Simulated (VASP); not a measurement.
A run of VASP 6.6.1 is set up as follows.

Contents of INCAR:

```
SYSTEM = AlNi3
  ALGO = Normal
  EDIFF = 1E-6
  ENCUT = 520
  GGA = PE
  ISIF = 2
  ISMEAR = 0
  ISPIN = 2
  LASPH = .TRUE.
  LCHARG = .FALSE.
  LMAXMIX = 4
  LORBIT = 11
  LREAL = .FALSE.
  LWAVE = .FALSE.
  MAGMOM = 0 2 2 2
  NBANDS = 28
  NELM = 150
  PREC = Accurate
  SIGMA = 0.05
```

Contents of KPOINTS:

```
k-points
0
G
  12 12 12
  0 0 0
```

File POSCAR:

```
AlNi3
1.0
    3.5230547300      0.0000000000      0.0000000000
    0.0000000000      3.5230547300      0.0000000000
    0.0000000000      0.0000000000      3.5230547300
Al Ni
1 3
Direct
    0.0000000000      0.0000000000      0.0000000000
    0.0000000000      0.5000000000      0.5000000000
    0.5000000000      0.0000000000      0.5000000000
    0.5000000000      0.5000000000      0.0000000000
```

Potentials or basis: VASP PAW PBE potentials, release 64 (Al, Ni).

Command:

```sh
$ cat potpaw_PBE.64/Al/POTCAR potpaw_PBE.64/Ni/POTCAR > POTCAR
$ mpirun -np 1 vasp_std > vasp.out
```

Q: What does it give for the pressure?

A: 7.3 GPa.

Q: Predict the site moments.

A: Al -0.01; Ni +0.25 μB.

Q: Predict the net moment.

A: 0.71 μB per cell.
